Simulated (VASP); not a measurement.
Crystal: LaHg2.

```xyz
3
Lattice="4.9600 0.0000 0.0000 -2.4800 4.2955 0.0000 0.0000 0.0000 3.6500" Properties=species:S:1:pos:R:3 pbc="T T T"
La    0.0000    0.0000    0.0000
Hg    0.0000    2.8637    1.6425
Hg    2.4800    1.4318    2.0075
```

Base run:

| Quantity | Value |
| --- | --- |
| Program | VASP 6.6.1 |
| Functional | LDA |
| Potentials or basis | VASP PAW LDA potentials, release 64 (La, Hg_sv_GW) |
| Cutoff | 500 eV |
| k mesh | 5 × 5 × 6 |
| Occupations | fermi-dirac, width 0.15 eV |
| Spin | no spin polarisation |

Its results: pressure -3.5 GPa; largest force 0.258 eV/Å.

Question: The run is repeated on the same cell with these changes: potentials or basis from VASP PAW LDA potentials, release 64 (La, Hg_sv_GW) to VASP PAW LDA potentials, release 64 (La, Hg); cutoff from 500 eV to 520 eV; further incar settings from ALGO = Normal; EDIFF = 1e-06; NBANDS = 32 to ALGO = Normal; EDIFF = 1e-06; NBANDS = 24; valence electrons from 51 to 35. What comes out?

Answer: Pressure -2.5 GPa; largest force 0.252 eV/Å.
